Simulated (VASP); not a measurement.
# Cr (Im-3m) in VASP: further runs, part 2 of 2

VASP 6.6.1. Earlier steps stand in the parts before.

### Step 4. Single point, LDA, collinear spin, ferromagnetic start

Contents of INCAR:

```
PREC = Accurate ; ENCUT = 520
EDIFF = 1E-7 ; ISMEAR = -1
SIGMA = 0.2 ; LREAL = F
LASPH = T ; NELM = 150
ALGO = Normal ; ISIF = 2
LWAVE = F ; LCHARG = F
ISPIN = 2 ; MAGMOM = 1.5
LORBIT = 11 ; LMAXMIX = 4
GGA = CA ; NBANDS = 16
```

Contents of KPOINTS:

```
Automatic mesh
0
Gamma
  16 16 16
```

Contents of POSCAR:

```
Cr
1.0
   -1.3938676992      1.3938676992      1.3938676992
    1.3938676992     -1.3938676992      1.3938676992
    1.3938676992      1.3938676992     -1.3938676992
Cr
1
Direct
    0.0000000000      0.0000000000      0.0000000000
```

Potentials or basis: VASP PAW LDA potentials, release 64 (Cr_pv).

Run with:

```bash
$ cat potpaw_LDA.64/Cr_pv/POTCAR > POTCAR
$ mpirun -np 1 vasp_std > vasp.out
```

OUTCAR:

```text
PREC = Accurate
   ENCUT = 520
   EDIFF = 1E-7
   ISMEAR = -1
   LREAL = F
   LASPH = T
   NELM = 150
   ISIF = 2
   ISPIN = 2
   LORBIT = 11
   GGA = CA

 ion  position               nearest neighbor table
   1  0.000  0.000  0.000-

  LATTYP: Found a body centered cubic cell.
 ALAT       =     2.7877353984

  Lattice vectors:

 A1 = (  -1.3938676992,   1.3938676992,   1.3938676992)
 A2 = (   1.3938676992,  -1.3938676992,   1.3938676992)
 A3 = (   1.3938676992,   1.3938676992,  -1.3938676992)

Analysis of symmetry for initial positions (statically):
=====================================================================
 Subroutine PRICEL returns:
 Original cell was already a primitive cell.

 Routine SETGRP: Setting up the symmetry group for a
 body centered cubic supercell.

 Subroutine GETGRP returns: Found 48 space group operations
 (whereof 48 operations were pure point group operations)
 out of a pool of 48 trial point group operations.

The static configuration has the point symmetry O_h .

Analysis of symmetry for dynamics (positions and initial velocities):
=====================================================================
 Subroutine PRICEL returns:
 Original cell was already a primitive cell.

 Routine SETGRP: Setting up the symmetry group for a
 body centered cubic supercell.

 Subroutine GETGRP returns: Found 48 space group operations
 (whereof 48 operations were pure point group operations)
 out of a pool of 48 trial point group operations.

The dynamic configuration has the point symmetry O_h .

Analysis of structural, dynamic, and magnetic symmetry:
=====================================================================
 Subroutine PRICEL returns:
 Original cell was already a primitive cell.

 Routine SETGRP: Setting up the symmetry group for a
 body centered cubic supercell.

 Subroutine GETGRP returns: Found 48 space group operations
 (whereof 48 operations were pure point group operations)
 out of a pool of 48 trial point group operations.

The overall configuration has the point symmetry O_h .

 Subroutine INISYM returns: Found 48 space group operations
 (whereof 48 operations are pure point group operations),
 and found     1 'primitive' translations

----------------------------------------------------------------------------------------

                                     Primitive cell

  volume of cell :      10.8324

  direct lattice vectors                    reciprocal lattice vectors
    -1.393867699  1.393867699  1.393867699     0.000000000  0.358714102  0.358714102
     1.393867699 -1.393867699  1.393867699     0.358714102  0.000000000  0.358714102
     1.393867699  1.393867699 -1.393867699     0.358714102  0.358714102  0.000000000

  length of vectors
     2.414249674  2.414249674  2.414249674     0.507298348  0.507298348  0.507298348

  position of ions in fractional coordinates (direct lattice)
     0.000000000  0.000000000  0.000000000

  ion indices of the primitive-cell ions
   primitive index   ion index
                 1           1

----------------------------------------------------------------------------------------

 KPOINTS: Automatic mesh

Automatic generation of k-mesh.
 Grid dimensions read from file:
[... 48 lines left out ...]
   number of dos      NEDOS =    301   number of ions     NIONS =      1
   total plane-waves  NPLWV =   5832
   dimension x,y,z NGX =    18 NGY =   18 NGZ =   18
   dimension x,y,z NGXF=    36 NGYF=   36 NGZF=   36
   ions per type =               1
   NGX,Y,Z   is equivalent  to a cutoff of  12.39, 12.39, 12.39 a.u.
   NGXF,Y,Z  is equivalent  to a cutoff of  24.79, 24.79, 24.79 a.u.
 SYSTEM =  unknown system
   PREC   = accura    normal or accurate (medium, high low for compatibility)
   ISTART =      0    job   : 0-new  1-cont  2-samecut
   ICHARG =      2    charge: 1-file 2-atom 10-const
   ISPIN  =      2    spin polarized calculation?
   LNONCOLLINEAR =      F non collinear calculations
   LSORBIT =      F    spin-orbit coupling
   LASPH  =      T    aspherical Exc in radial PAW
   ENCUT  =  520.0 eV  38.22 Ry    6.18 a.u.   4.49  4.49  4.49*2*pi/ulx,y,z
   NELM   =    150;   NELMIN=  2; NELMDL= -5     # of ELM steps
   EDIFF  = 0.1E-06   stopping-criterion for ELM
   LREAL  =      F    real-space projection
   EDIFFG = 0.1E-05   stopping-criterion for IOM
   NSW    =      0    number of steps for IOM
   IBRION =     -1    ionic relax: 0-MD 1-quasi-New 2-CG
   NFREE  =      0    steps in history (QN), initial steepest desc. (CG)
   ISIF   =      2    stress and relaxation
   ISYM   =      2    0-nonsym 1-usesym 2-fastsym
   POTIM  = 0.5000    time-step for ionic-motion
   TEBEG  =    0.0;   TEEND  =   0.0 temperature during run
   PSTRESS=    0.0 pullay stress
   NELECT =      12.0000    total number of electrons
   NUPDOWN=      -1.0000    fix difference up-down
   EMIN   =  10.00;   EMAX   =-10.00  energy-range for DOS
   EFERMI =   0.00;   METHOD = LEGACY
   ISMEAR =    -1;   SIGMA  =   0.20  broadening in eV -4-tet -1-fermi 0-gaus
   EFERMI_NEDOS =   21; number of points for ismear=-14 and -15
   IALGO  =     38    algorithm
   IMIX   =      4    mixing-type and parameters
     AMIX     =   0.40;   BMIX     =  1.00
     AMIX_MAG =   1.60;   BMIX_MAG =  1.00
  volume/ion in A,a.u.               =      10.83        73.10
  Fermi-wavevector in a.u.,A,eV,Ry     =   1.693923  3.201051 39.040224  2.869376
  Thomas-Fermi vector in A             =   2.775241
   LORBIT       =     11    0 simple, 1 ext, 2 COOP (PROOUT), +10 PAW based schemes
   GGA     = CA    functional components
   LHFCALC =     F    Hartree Fock is set to
   AEXX    =    0.0000 exact exchange contribution
   IVDW    =     0    specifies the selected vdW correction
   LEPSILON=     F    determine dielectric tensor
   LRPA    =     F    only Hartree local field effects (RPA)
 spin polarized calculation
  energy-cutoff  :      520.00
  volume of cell :       10.83
 maximum number of plane-waves:       321
 NGX is ok and might be reduce to    18
   NGX =  9   NGY =  9   NGZ =  9

 number of electron      12.0000011 magnetization      -0.0000326

 number of electron      12.0000011 magnetization       0.0000019

 Free energy of the ion-electron system (eV)
  ---------------------------------------------------
  ext. energy  EPLUGINS =         0.00000000
  ---------------------------------------------------
  free energy    TOTEN  =       -10.67842146 eV

  energy without entropy =      -10.57238062  energy(sigma->0) =      -10.62540104

 E-fermi :  11.7059     XC(G=0): -14.3802

 val. band max:       11.6902930463   @ k =  -0.3125   0.3125   0.2500
 cond. band min:      11.7183635448   @ k =  -0.1875   0.1875   0.1250
 fundamental gap:      0.0280704984
 Fermi energy:        11.7059058840

 spin component 1

 k-point     1 :       0.0000    0.0000    0.0000
  band No.  band energies     occupation
      1     -30.4758      1.00000
      2     -30.4758      1.00000
      3     -30.4758      1.00000
      4       3.7371      1.00000
      5      10.7521      0.99158
      6      10.7521      0.99158
[... 435 lines left out ...]
      5       9.3210      0.99999
      6      10.0382      0.99976
[... 8 lines left out ...]
     15      42.3872      0.00000
     16      46.9113      0.00000

 [... further k-points ...]

 spin component 2

 k-point     1 :       0.0000    0.0000    0.0000
  band No.  band energies     occupation
      1     -30.4758      1.00000
      2     -30.4758      1.00000
      3     -30.4758      1.00000
      4       3.7371      1.00000
      5      10.7521      0.99158
      6      10.7521      0.99158
[... 435 lines left out ...]
      5       9.3210      0.99999
      6      10.0382      0.99976
[... 8 lines left out ...]
     15      42.3872      0.00000
     16      46.9113      0.00000

 [... further k-points ...]
[... 5 lines left out ...]
  --------------------------------------------------------------------------------------
  -------------------------------------------------------------------------------------
  Total        0.0670369      0.0670369      0.0670369     -0.0000000     -0.0000000      0.0000000
  in kB        9.9151585      9.9151585      9.9151585     -0.0000000     -0.0000000      0.0000000
  external PRESSURE =       9.9151585 kB  Pullay stress =       0.0000000 kB

 VOLUME and BASIS-vectors are now :
 -----------------------------------------------------------------------------
  energy-cutoff  :      520.00
  volume of cell :       10.83
      direct lattice vectors                 reciprocal lattice vectors
    -1.393867699  1.393867699  1.393867699     0.000000000  0.358714102  0.358714102
     1.393867699 -1.393867699  1.393867699     0.358714102  0.000000000  0.358714102
     1.393867699  1.393867699 -1.393867699     0.358714102  0.358714102  0.000000000

 POSITION                                       TOTAL-FORCE (eV/Angst)
 -----------------------------------------------------------------------------------
      0.00000      0.00000      0.00000         0.000000      0.000000      0.000000
 -----------------------------------------------------------------------------------
    total drift:                                0.000000      0.000000      0.000000

  FREE ENERGIE OF THE ION-ELECTRON SYSTEM (eV)
  ---------------------------------------------------
  free  energy   TOTEN  =       -10.6784214643 eV

  energy  without entropy=      -10.5723806188  energy(sigma->0) =      -10.62540104

 total charge

# of ion       s       p       d       tot
------------------------------------------
    1        0.449   6.438   4.322  11.208

 magnetization (x)

# of ion       s       p       d       tot
------------------------------------------
    1       -0.000   0.000   0.000   0.000
```

stdout:

```text
POSCAR found type information on POSCAR Cr
 POSCAR found :  1 types and       1 ions
 scaLAPACK will be used
 LDA part: xc-table for (Slater(with rela. corr.)+CA(PZ))
 , standard interpolation
 POSCAR, INCAR and KPOINTS ok, starting setup
 FFT: planning ... GRIDC
 FFT: planning ... GRID_SOFT
 FFT: planning ... GRID
 WAVECAR not read
 entering main loop
```

Wall time 54 s (1 thread of Intel Xeon 8259CL, shared host); peak memory 0.15 GiB.

Results:

```yaml
Free_energy: -10.6784 eV
Pressure: 1.0 GPa
Band_gap_on_the_k_mesh: zero (filled and empty bands overlap)
Net_moment: 0.00 μB per cell
Valence_electrons_inside_the_program's_atomic_spheres: Cr 11.21
```

Levels at points of the mesh, in eV from the Fermi level:
Spin up:
```tsv
k point	band 2	band 3	band 4	band 5	band 6	band 7	band 8	band 9	band 10	band 11
(0.00, 0.00, 0.00)	-42.18	-42.18	-7.97	-0.95	-0.95	-0.95	1.23	1.23	5.46	22.86
(0.50, 0.00, 0.00)	-42.54	-42.19	-4.72	-2.65	1.27	1.43	1.61	3.19	5.45	10.80
(0.50, 0.50, 0.50)	-42.97	-42.97	-4.72	-4.72	2.76	2.76	2.76	5.45	11.25	11.25
```
Spin down:
| k point | band 3 | band 4 | band 5 | band 6 | band 7 | band 8 | band 9 | band 10 |
| --- | --- | --- | --- | --- | --- | --- | --- | --- |
| (0.00, 0.00, 0.00) | -42.18 | -7.97 | -0.95 | -0.95 | -0.95 | 1.23 | 1.23 | 5.46 |
| (0.50, 0.00, 0.00) | -42.19 | -4.72 | -2.65 | 1.27 | 1.43 | 1.61 | 3.19 | 5.45 |
| (0.50, 0.50, 0.50) | -42.97 | -4.72 | -4.72 | 2.76 | 2.76 | 2.76 | 5.45 | 11.25 |

Caveat: an empty level that is flat over the whole mesh can mark a ghost state of the potentials, or a narrow d or f band.

### Step 5. Single point, LDA, collinear spin, ferromagnetic start

Contents of INCAR:

```
  PREC = Accurate
  ENCUT = 520
  EDIFF = 1E-6
  ISMEAR = -1
  SIGMA = 0.3
  LREAL = F
  LASPH = T
  NELM = 150
  ALGO = Normal
  ISIF = 2
  LWAVE = F
  LCHARG = F
  ISPIN = 2
  MAGMOM = 1.5
  LORBIT = 11
  LMAXMIX = 4
  GGA = CA
  NBANDS = 16
```

Contents of KPOINTS:

```
regular mesh
0
Gamma
  16 16 16
```

POSCAR is that of step 4.

Run with:

```bash
$ cat potpaw_LDA.64/Cr_pv/POTCAR > POTCAR
$ mpirun -np 1 vasp_std > vasp.out
```

Run time: 62 s. Hardware: 1 thread of Intel Xeon 8259CL, shared host; peak memory 0.15 GiB.

Results (log left out):

| Quantity | Value |
| --- | --- |
| Free energy | -10.7505 eV |
| Pressure | 2.6 GPa |
| Band gap on the k mesh | zero (filled and empty bands overlap) |
| Net moment | 0.00 μB per cell |
| Valence electrons inside the program's atomic spheres | Cr 11.21 |

Levels at points of the mesh, in eV from the Fermi level:
Spin up:
```
           k point  band 3  band 4  band 5  band 6  band 7  band 8  band 9  band 10
(0.00, 0.00, 0.00)  -42.12   -7.94   -0.90   -0.90   -0.90    1.29    1.29     5.53
(0.50, 0.00, 0.00)  -42.13   -4.68   -2.61    1.32    1.46    1.67    3.25     5.53
(0.50, 0.50, 0.50)  -42.91   -4.68   -4.68    2.82    2.82    2.82    5.53    11.28
```
Spin down:
| k point | band 4 | band 5 | band 6 | band 7 | band 8 | band 9 |
| --- | --- | --- | --- | --- | --- | --- |
| (0.00, 0.00, 0.00) | -7.94 | -0.90 | -0.90 | -0.90 | 1.29 | 1.29 |
| (0.50, 0.00, 0.00) | -4.68 | -2.61 | 1.32 | 1.46 | 1.67 | 3.25 |
| (0.50, 0.50, 0.50) | -4.68 | -4.68 | 2.82 | 2.82 | 2.82 | 5.53 |

Caveat: so wide a smearing shifts energies and pressures; an empty level that is flat over the whole mesh can mark a ghost state of the potentials, or a narrow d or f band.
